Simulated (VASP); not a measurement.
As:

```
As
1.0
     1.88080    1.08588    3.51406
    -1.88080    1.08588    3.51406
     0.00000   -2.17176    3.51406
As
2
Cartesian
  0.0000 0.0000 8.1597
  0.0000 0.0000 2.3825
```

* Program: VASP 6.6.1
* Task: relaxation of cell and atoms
* Functional: LDA
* Potentials or basis: VASP PAW LDA potentials, release 64 (As)
* Cutoff: 600 eV
* k mesh: 11 × 11 × 11
* Occupations: fermi-dirac, width 0.05 eV
* Spin: no spin polarisation

At the start: pressure -0.9 GPa; volume 21.53 Å³/atom.

**Question.** How do energy, volume and symmetry change on relaxing?

**Answer.** Over 12 steps the energy falls by 14.4 meV/atom and the volume is 20.43 Å³/atom (-5.1 %); space group R-3m (No. 166, to 0.1 Å) before and after.

Step by step:
```
step  energy change (eV)  largest force (eV/Å)  pressure (GPa)  volume (Å³)
   1              0.0000                0.3348           -0.91        43.06
   2             -0.0126                0.1879           -0.43        42.31
   3             -0.0196                0.0044            0.38        41.22
   4             -0.0259                0.0745           -0.32        41.24
   5             -0.0272                0.1119           -0.75        41.24
   6             -0.0270                0.0913            0.77        40.43
   7             -0.0287                0.0114           -0.02        40.84
   8             -0.0287                0.0095            0.00        40.83
   9             -0.0288                0.0043            0.01        40.84
  10             -0.0288                0.0002            0.02        40.85
  11             -0.0288                0.0013           -0.03        40.88
  12             -0.0288                0.0007            0.00        40.86
```

Final structure:
```
As
1.0
     1.88348    1.08743    3.32520
    -1.88348    1.08743    3.32520
     0.00000   -2.17486    3.32520
As
2
Direct
  0.76912 0.76912 0.76912
  0.23088 0.23088 0.23088
```
